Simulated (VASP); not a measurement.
A run of VASP 6.6.1:

POSCAR

```
MgS
1.0
    4.0286256282      0.0604293844      0.0000000000
   -1.9619794321      3.4586774441      0.0000000000
    0.0000000000      0.0000000000      6.4543928025
Mg S
2 2
Direct
    0.3326343343      0.6666285177     -0.0028759372
    0.6673656657      0.3333714823      0.4971240628
    0.3268904048      0.6669900100      0.3778759372
    0.6731095952      0.3330099900      0.8778759372
```

File INCAR.step1:

```
SYSTEM = MgS
PREC = Accurate
ENCUT = 520
ISMEAR = 0
SIGMA = 0.01
LREAL = .False.
LASPH = .True.
NELM = 80
NBANDS = 16
GGA = PE
ALGO = Normal
EDIFF = 1E-4
LWAVE = .True.
LCHARG = .False.
```

File INCAR.step2:

```
SYSTEM = MgS
PREC = Accurate
ENCUT = 520
EDIFF = 1E-6
ISMEAR = 0
SIGMA = 0.01
LREAL = .False.
LASPH = .True.
NELM = 80
ALGO = Normal
ISIF = 2
LWAVE = .False.
LCHARG = .False.
METAGGA = R2SCAN
LMIXTAU = .True.
NBANDS = 16
ISTART = 1
```

File KPOINTS:

```
Automatic mesh
0
Gamma
  12 12 4
  0 0 0
```

Potentials or basis: VASP PAW PBE potentials, release 64 (Mg, S).

Command:

```bash
$ cat potpaw_PBE.64/Mg/POTCAR potpaw_PBE.64/S/POTCAR > POTCAR
$ cp INCAR.step1 INCAR
$ mpirun -np 1 vasp_std > vasp.out
$ cp INCAR.step2 INCAR
$ mpirun -np 1 vasp_std > vasp.out
```

Hardware: 1 thread of Oxide Virtual Turin-like Processor, on a shared host.

Problem. How long does it take, and how much memory?

Solution. Wall time 23 min on 1 thread of Oxide Virtual Turin-like Processor, with other jobs on the host, peak memory 0.39 GiB. Counts: k points 222.
